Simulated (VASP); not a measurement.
A run of VASP 6.6.1 is set up as follows.

The input INCAR:

```
PREC = Accurate ; ENCUT = 500
EDIFF = 1E-6 ; ISMEAR = 0
SIGMA = 0.1 ; LREAL = F
LASPH = T ; NELM = 120
ALGO = Normal ; ISIF = 2
LWAVE = F ; LCHARG = F
GGA = PS ; NBANDS = 12
GGA_COMPAT = F
```

KPOINTS

```
Automatic mesh
0
Gamma
  18 18 18
```

The input POSCAR:

```
Ag
1.0
    0.0000000000      2.0274378958      2.0274378958
    2.0274378958      0.0000000000      2.0274378958
    2.0274378958      2.0274378958      0.0000000000
Ag
1
Direct
    0.0000000000      0.0000000000      0.0000000000
```

Potentials or basis: VASP PAW PBE potentials, release 64 (Ag).

Launch:

```console
$ cat potpaw_PBE.64/Ag/POTCAR > POTCAR
$ mpirun -np 1 vasp_std > vasp.out
```

(1) What does it give for the pressure?

(2) Estimate the band gap on the k mesh.

## Answers

(1) -0.2 GPa.

(2) zero (an odd number of electrons rules out a gap without spin polarisation).

Caveat: the PAW data sets were made with another functional, which shifts forces and pressure a little.
